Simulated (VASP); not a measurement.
Pd:

```
CELL_PARAMETERS angstrom
2.51410 0.00000 0.00000
0.00000 2.51410 0.00000
0.00000 0.00000 2.51410
ATOMIC_POSITIONS crystal
Pd 0.00000 0.00000 0.00000
```

| Property | Result |
| --- | --- |
| Program | VASP 6.6.1 |
| Task | relaxation of cell and atoms |
| Functional | LDA |
| Potentials or basis | VASP PAW LDA potentials, release 64 (Pd) |
| Cutoff | 600 eV |
| k mesh | 12 × 12 × 12 |
| Occupations | fermi-dirac, width 0.1 eV |
| Spin | no spin polarisation |

At the start: pressure 5.4 GPa; volume 15.89 Å³/atom.

**Question.** How do energy, volume and symmetry change on relaxing?

**Answer.** Over 3 steps the energy falls by 7.9 meV/atom and the volume is 16.38 Å³/atom (+3.1 %); space group Pm-3m (No. 221, to 0.05 Å).

Step by step:
```
step  energy change (eV)  largest force (eV/Å)  pressure (GPa)  volume (Å³)
   1              0.0000                0.0000            5.36        15.89
   2              0.0091                0.0000           -6.73        17.15
   3             -0.0079                0.0000           -0.06        16.38
```

Final structure:
```
CELL_PARAMETERS angstrom
2.53973 0.00000 0.00000
0.00000 2.53973 0.00000
0.00000 0.00000 2.53973
ATOMIC_POSITIONS crystal
Pd 0.00000 0.00000 0.00000
```
